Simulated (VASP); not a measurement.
**SnO: single point with PBE**

Crystal: SnO.

```
Sn O
1.0
     3.86794    0.00000    0.00000
     0.00000    3.86794    0.00000
     0.00000    0.00000    5.06304
Sn O
2 2
Cartesian
  1.9340 0.0000 3.9043
  0.0000 1.9340 1.1588
  0.0000 0.0000 0.0000
  1.9340 1.9340 0.0000
```

```yaml
Program: VASP 6.6.1
Task: single point
Functional: PBE
Potentials_or_basis: VASP PAW PBE potentials, release 64 (Sn_d, O)
Cutoff: 520 eV
k_mesh: 7 × 7 × 6
Occupations: fermi-dirac, width 0.05 eV
Spin: no spin polarisation
```

```
Pressure               : 0.2 GPa
Largest force          : 0.081 eV/Å
Band gap on the k mesh : 0.72 eV (least direct gap 1.91 eV)
```

Forces in eV/Å, atoms in the order of the input:
```
Sn   0.000  0.000 -0.081
Sn   0.000  0.000  0.081
O    0.000  0.000  0.000
O    0.000  0.000  0.000
```

Levels at points of the mesh, in eV from the valence-band top:
```
           k point  band 16  band 17  band 18  band 19  band 20  band 21  band 22  band 23  band 24  band 25
(0.00, 0.00, 0.00)    -5.83    -3.15    -2.88    -2.88     0.00     1.91     4.07     4.92     4.92     5.53
(0.00, 0.00, 0.50)    -3.40    -3.20    -2.90    -2.90    -1.94     1.72     3.31     3.31     3.75     7.70
```

Wall time 35 s on 1 thread of Intel(R) Xeon(R) 6975P-C (Granite Rapids), on a shared host, peak memory 0.22 GiB.

Caveat: spin-orbit coupling is left out, which moves the levels of the heavy elements; an odd mesh through Γ misses points on the zone boundary, where band edges can lie.
